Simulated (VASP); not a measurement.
A run of VASP 6.6.1:

The input POSCAR:

```
CdSe
1.0
    4.3833795273      0.0000000000      0.0000000000
   -2.1916897636      3.7961180251      0.0000000000
    0.0000000000      0.0000000000      7.1535456852
Cd Se
2 2
Direct
    0.3333333333      0.6666666667      0.0045810803
    0.6666666667      0.3333333333      0.5045810803
    0.3333333333      0.6666666667      0.3804189197
    0.6666666667      0.3333333333      0.8804189197
```

INCAR.step1

```
PREC = Accurate ; ENCUT = 520
ISMEAR = 0 ; SIGMA = 0.02
LREAL = F ; LASPH = T
NELM = 100 ; NBANDS = 26
GGA = PE ; ALGO = Normal
EDIFF = 1E-4 ; LWAVE = T
LCHARG = F
```

The input INCAR.step2:

```
PREC = Accurate ; ENCUT = 520
EDIFF = 1E-7 ; ISMEAR = 0
SIGMA = 0.02 ; LREAL = F
LASPH = T ; NELM = 100
ALGO = Normal ; ISIF = 2
LWAVE = F ; LCHARG = F
METAGGA = R2SCAN ; LMIXTAU = T
NBANDS = 26 ; ISTART = 1
```

File KPOINTS:

```
regular mesh
0
Gamma
  12 12 6
```

Potentials or basis: VASP PAW PBE potentials, release 64 (Cd, Se).

The run is started by

```console
$ cat potpaw_PBE.64/Cd/POTCAR potpaw_PBE.64/Se/POTCAR > POTCAR
$ cp INCAR.step1 INCAR
$ mpirun -np 1 vasp_std > vasp.out
$ cp INCAR.step2 INCAR
$ mpirun -np 1 vasp_std > vasp.out
```

Hardware: 1 thread of AMD EPYC 9R45 96-Core Processor (Zen 5), on a shared host.

Estimate the wall time of this run.

Wall time 8.7 min on 1 thread of AMD EPYC 9R45 96-Core Processor (Zen 5), on a shared host, peak memory 0.38 GiB. Counts: k points 76.
